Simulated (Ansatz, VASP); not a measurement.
## W: VASP beside Ansatz

```
W
1.0
     0.00000    2.05671    2.05671
     2.05671    0.00000    2.05671
     2.05671    2.05671    0.00000
W
1
Cartesian
  0.0000 0.0000 0.0000
```

Change from the starting cell: volume scaled by 1.04, crystal datasets.

Alike in both runs: task electric field gradients; functional PBEsol; k mesh 14 × 14 × 14; occupations fermi-dirac, width 0.05 eV; no spin polarisation.

|  | VASP | Ansatz |
| --- | --- | --- |
| version | VASP 6.6.1 | Ansatz 0.2.0 |
| potentials or method | VASP PAW PBE potentials, release 64 (W_sv), cutoff 520 eV | all-electron PAW with datasets made for the crystal, scalar-relativistic |

|  | VASP | Ansatz | Ansatz less VASP |
| --- | --- | --- | --- |
| pressure (GPa) | -21.3 | -21.5 | -0.21 |

VASP's potentials were made for PBE, not for PBEsol. Ansatz ran all-electron here, and VASP with PAW potentials.

Neither program's run includes spin-orbit coupling.
